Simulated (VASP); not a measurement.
Set up this calculation in VASP 6.6.1, as the native input.

```
Task                   : single point
Functional             : LDA
Potentials or basis    : VASP PAW LDA potentials, release 64 (Os_sv_GW)
Cutoff                 : 560 eV
k mesh                 : 9 × 9 × 5
Occupations            : gaussian, width 0.1 eV
Spin                   : no spin polarisation
Dipole correction      : no
Further INCAR settings : ALGO = Normal; EDIFF = 1e-06; NBANDS = 23
```

The structure of Os lies in POSCAR:

```
Os
1.0
    2.7146789712      0.0000000000      0.0000000000
   -1.3573394856      2.3509809522      0.0000000000
    0.0000000000      0.0000000000      4.2890160900
Os
2
Direct
    0.3333333333      0.6666666667      0.2500000000
    0.6666666667      0.3333333333      0.7500000000
```

One way to write it, as run:

INCAR

```
SYSTEM = Os
ALGO     = Normal         ! electronic algorithm
EDIFF    = 1E-6           ! SCF threshold, eV
ENCUT    = 560            ! plane-wave cutoff, eV
GGA      = CA             ! functional
GGA_COMPAT= .FALSE.      
ISIF     = 2              ! what is computed and relaxed
ISMEAR   = 0              ! smearing method
LASPH    = .TRUE.         ! aspherical terms in the spheres
LCHARG   = .FALSE.        ! write CHGCAR
LREAL    = .FALSE.        ! projectors in reciprocal space
LWAVE    = .FALSE.        ! write WAVECAR
NBANDS   = 23             ! bands
NELM     = 120            ! most SCF steps
PREC     = Accurate       ! precision mode
SIGMA    = 0.1            ! smearing width, eV
```

KPOINTS

```
k-points
0
G
  9 9 5
  0 0 0
```

Potentials or basis: VASP PAW LDA potentials, release 64 (Os_sv_GW).

The run is started by

```console
$ cat potpaw_LDA.64/Os_sv_GW/POTCAR > POTCAR
$ mpirun -np 1 vasp_std > vasp.out
```

It gave:

The pressure is 0.5 GPa and the band gap on the k mesh is zero (bands 16 and 17 overlap by 3.99 eV).

Caveat: spin-orbit coupling is left out, which moves the levels of the heavy elements.

It took 8.1 s on 1 thread of Intel(R) Xeon(R) 6975P-C (Granite Rapids), on a shared host, peak memory 0.15 GiB.
